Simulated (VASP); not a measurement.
# Ru (P6_3/mmc) in VASP: notebook, part 2 of 2

VASP 6.6.1. The steps go on from the part before.

## 3. Relaxation of cell and atoms, r2SCAN

Input file POSCAR:

```
Ru
1.0
    2.7058000000      0.0000000000      0.0000000000
   -1.3529000000      2.3432915376      0.0000000000
    0.0000000000      0.0000000000      4.2819000000
Ru
2
Direct
    0.3333333333      0.6666666667      0.2500000000
    0.6666666667      0.3333333333      0.7500000000
```

Input file INCAR.step1:

```
PREC     = Accurate       # precision mode
ENCUT    = 600            # plane-wave cutoff, eV
ISMEAR   = 0              # smearing method
SIGMA    = 0.1            # smearing width, eV
LREAL    = False          # projectors in reciprocal space
LASPH    = True           # aspherical terms in the spheres
NELM     = 80             # most SCF steps
GGA      = PE             # functional
ALGO     = Normal         # electronic algorithm
EDIFF    = 1E-4           # SCF threshold, eV
LWAVE    = True           # write WAVECAR
LCHARG   = False          # write CHGCAR
LUSENCCL = False
```

Input file INCAR.step2:

```
PREC     = Accurate       # precision mode
ENCUT    = 600            # plane-wave cutoff, eV
EDIFF    = 1E-7           # SCF threshold, eV
ISMEAR   = 0              # smearing method
SIGMA    = 0.1            # smearing width, eV
LREAL    = False          # projectors in reciprocal space
LASPH    = True           # aspherical terms in the spheres
NELM     = 80             # most SCF steps
ALGO     = Normal         # electronic algorithm
ISIF     = 3              # what is computed and relaxed
LWAVE    = False          # write WAVECAR
LCHARG   = False          # write CHGCAR
METAGGA  = R2SCAN         # meta-GGA
LMIXTAU  = True         
IBRION   = 2              # ionic algorithm
NSW      = 100            # ionic steps
EDIFFG   = -0.005         # ionic threshold
ISTART   = 1            
LUSENCCL = False
```

Input file KPOINTS:

```
regular mesh
0
Gamma
  18 18 10
```

Potentials or basis: VASP PAW PBE potentials, release 64 (Ru_pv).

The run is started by

```
$ cat potpaw_PBE.64/Ru_pv/POTCAR > POTCAR
$ cp INCAR.step1 INCAR
$ mpirun -np 1 vasp_std > vasp.out
$ cp INCAR.step2 INCAR
$ mpirun -np 1 vasp_std > vasp.out
```

Wall time 13 min (1 × NVIDIA H100 80GB with 1 thread of Intel Xeon Platinum 8481C at 2.70GHz (Sapphire Rapids), shared host); peak memory 1.2 GiB.

The run converged. Its results:

```
Free energy                            : -50.8572 eV
Relaxed volume                         : 13.55 Å³/atom
Relaxed cell                           : a = 2.706 Å, b = 2.706 Å, c = 4.273 Å, α = 90.00°, β = 90.00°, γ = 120.00°
Space group after relaxing (to 0.05 Å) : P6_3/mmc (No. 194)
Energy gained by relaxing              : 0.1 meV/atom
Ionic steps                            : 5
Pressure after relaxing                : 0.0 GPa
Band gap on the k mesh                 : zero (band 14 reaches 14.31 eV, above the bottom of band 15 at 11.04 eV)
```

Step by step:
```
step  energy change (eV)  largest force (eV/Å)  pressure (GPa)  volume (Å³)
   1              0.0000                0.0000           -0.62        27.15
   2              0.0009                0.0000            2.05        26.94
   3             -0.0002                0.0000            0.17        27.09
   4             -0.0002                0.0000           -0.15        27.11
   5             -0.0002                0.0000            0.01        27.10
```

Final structure:
```
Ru
1.0
     2.70626    0.00000    0.00000
    -1.35313    2.34369    0.00000
     0.00000    0.00000    4.27281
Ru
2
Direct
  0.33333 0.66667 0.25000
  0.66667 0.33333 0.75000
```

Levels at points of the mesh, in eV from the Fermi level:
| k point | band 11 | band 12 | band 13 | band 14 | band 15 | band 16 | band 17 | band 18 |
| --- | --- | --- | --- | --- | --- | --- | --- | --- |
| (0.00, 0.00, 0.00) | -2.50 | -1.99 | -1.99 | -1.47 | -1.47 | 1.24 | 1.24 | 1.39 |
| (0.50, 0.00, 0.00) | -2.16 | -1.87 | -1.56 | 1.48 | 1.92 | 2.01 | 4.25 | 6.43 |
| (0.00, 0.00, 0.50) | -2.89 | -2.89 | -2.81 | -2.81 | 0.57 | 0.57 | 0.57 | 0.57 |
| (0.50, 0.00, 0.50) | -1.11 | -1.11 | 0.47 | 0.47 | 1.75 | 1.75 | 3.55 | 3.55 |

Caveat: the PAW data sets were made with another functional, which shifts forces and pressure a little.

## 4. Single point, r2SCAN

This run uses another cell than the first one, of 13.49 Å³/atom, 0.994 times its volume.

Input file POSCAR:

```
Ru
1.0
    2.7023482466      0.0000000000      0.0000000000
   -1.3511741233      2.3403022314      0.0000000000
    0.0000000000      0.0000000000      4.2659655345
Ru
2
Direct
    0.3333333333      0.6666666667      0.2500000000
    0.6666666667      0.3333333333      0.7500000000
```

Input file INCAR.step1:

```
SYSTEM = Ru
  PREC = Accurate
  ENCUT = 520
  ISMEAR = 0
  SIGMA = 0.1
  LREAL = .FALSE.
  LASPH = .TRUE.
  NELM = 80
  NBANDS = 21
  GGA = PE
  ALGO = Normal
  EDIFF = 1E-4
  LWAVE = .TRUE.
  LCHARG = .FALSE.
```

Input file INCAR.step2:

```
SYSTEM = Ru
  PREC = Accurate
  ENCUT = 520
  EDIFF = 1E-6
  ISMEAR = 0
  SIGMA = 0.1
  LREAL = .FALSE.
  LASPH = .TRUE.
  NELM = 80
  ALGO = Normal
  ISIF = 2
  LWAVE = .FALSE.
  LCHARG = .FALSE.
  METAGGA = R2SCAN
  LMIXTAU = .TRUE.
  NBANDS = 21
  ISTART = 1
```

Input file KPOINTS:

```
Automatic mesh
0
G
  18 18 10
  0 0 0
```

Potentials or basis: VASP PAW PBE potentials, release 64 (Ru_pv).

The run is started by

```
$ cat potpaw_PBE.64/Ru_pv/POTCAR > POTCAR
$ cp INCAR.step1 INCAR
$ mpirun -np 1 vasp_std > vasp.out
$ cp INCAR.step2 INCAR
$ mpirun -np 1 vasp_std > vasp.out
```

OUTCAR:

```text
SYSTEM = Ru
   PREC = Accurate
   ENCUT = 520
   EDIFF = 1E-6
   ISMEAR = 0
   LREAL = .FALSE.
   LASPH = .TRUE.
   NELM = 80
   ISIF = 2
   METAGGA = R2SCAN
   ISTART = 1

 ion  position               nearest neighbor table
   1  0.333  0.667  0.250-   2 2.64   2 2.64   2 2.64   2 2.64   2 2.64   2 2.64
   2  0.667  0.333  0.750-   1 2.64   1 2.64   1 2.64   1 2.64   1 2.64   1 2.64

  LATTYP: Found a hexagonal cell.
 ALAT       =     2.7023482466
 C/A-ratio  =     1.5786142811

  Lattice vectors:

 A1 = (   2.7023482466,   0.0000000000,   0.0000000000)
[... 193 lines left out ...]
      5     -31.0506      2.00000
      6     -31.0020      2.00000
[... 565 lines left out ...]
     20      21.2575      0.00000
     21      24.6521      0.00000

 [... further k-points ...]
[... 5 lines left out ...]
  --------------------------------------------------------------------------------------
  -------------------------------------------------------------------------------------
  Total        0.2507286      0.2507286      0.2782248      0.0000000     -0.0000000     -0.0000000
  in kB       14.8896260     14.8896260     16.5225026      0.0000000     -0.0000000     -0.0000000
  external PRESSURE =      15.4339182 kB  Pullay stress =       0.0000000 kB

 VOLUME and BASIS-vectors are now :
 -----------------------------------------------------------------------------
  energy-cutoff  :      520.00
  volume of cell :       26.98
      direct lattice vectors                 reciprocal lattice vectors
     2.702348247  0.000000000  0.000000000     0.370048531  0.213647619  0.000000000
    -1.351174123  2.340302231  0.000000000     0.000000000  0.427295238  0.000000000
     0.000000000  0.000000000  4.265965535     0.000000000  0.000000000  0.234413521

 POSITION                                       TOTAL-FORCE (eV/Angst)
 -----------------------------------------------------------------------------------
     -0.00000      1.56020      1.06649         0.000000      0.000000      0.000000
      1.35117      0.78010      3.19947        -0.000000     -0.000000      0.000000
 -----------------------------------------------------------------------------------
    total drift:                               -0.000000      0.000000     -0.000000

  FREE ENERGIE OF THE ION-ELECTRON SYSTEM (eV)
  ---------------------------------------------------
  free  energy   TOTEN  =       -50.8589400616 eV

  energy  without entropy=      -50.8501339349  energy(sigma->0) =      -50.85453700
```

OUTCAR.step1:

```text
SYSTEM = Ru
   PREC = Accurate
   ENCUT = 520
   ISMEAR = 0
   LREAL = .FALSE.
   LASPH = .TRUE.
[... 801 lines left out ...]
     -0.00000      1.56020      1.06649         0.000000      0.000000      0.000000
      1.35117      0.78010      3.19947        -0.000000      0.000000      0.000000
 -----------------------------------------------------------------------------------
    total drift:                               -0.000000      0.000000     -0.000000

  FREE ENERGIE OF THE ION-ELECTRON SYSTEM (eV)
  ---------------------------------------------------
  free  energy   TOTEN  =       -18.4604699927 eV

  energy  without entropy=      -18.4514057781  energy(sigma->0) =      -18.45593789
```

It took 4.9 min on 1 thread of AMD EPYC 7R43 (Zen 3), shared host; peak memory 0.18 GiB.

What came out:

```
Free energy            : -50.8589 eV
Pressure               : 1.5 GPa
Band gap on the k mesh : zero (band 14 reaches 14.41 eV, above the bottom of band 15 at 11.12 eV)
```

Levels at points of the mesh, in eV from the Fermi level:
```csv
k point,band 10,band 11,band 12,band 13,band 14,band 15,band 16,band 17,band 18,band 19
"(0.00, 0.00, 0.00)",-2.72,-2.51,-2.00,-2.00,-1.48,-1.48,1.25,1.25,1.40,8.42
"(0.50, 0.00, 0.00)",-3.19,-2.17,-1.88,-1.57,1.49,1.93,2.03,4.27,6.46,8.42
"(0.00, 0.00, 0.50)",-2.91,-2.91,-2.91,-2.83,-2.83,0.58,0.58,0.58,0.58,8.42
"(0.50, 0.00, 0.50)",-4.77,-1.12,-1.12,0.48,0.48,1.76,1.76,3.57,3.57,8.42
```

Caveat: the PAW data sets were made with another functional, which shifts forces and pressure a little.

## 5. Overview

```tsv
task	cell	k mesh	cutoff (eV)	gap on the mesh (eV)	pressure (GPa)
single point	a = 2.706, b = 2.706, c = 4.282 Å, angles 90.0, 90.0, 120.0°, 2 atoms	9 × 9 × 4	520	none	-0.4
relaxation of cell and atoms	relaxed from a = 2.706, b = 2.706, c = 4.282 Å, angles 90.0, 90.0, 120.0°, 2 atoms	18 × 18 × 10	600	none	0.0
single point	a = 2.702, b = 2.702, c = 4.266 Å, angles 90.0, 90.0, 120.0°, 2 atoms	18 × 18 × 10	520	none	1.5
```

Alike in all rows: level r2SCAN; potentials or basis VASP PAW PBE potentials, release 64 (Ru_pv); no spin polarisation; smearing gaussian 0.1 eV.

Caveats: some runs use coarse meshes; the PAW data sets were made with another functional, which shifts forces and pressure a little.

Total energies depend on the potentials used, so only differences within one code and one set of settings carry meaning.
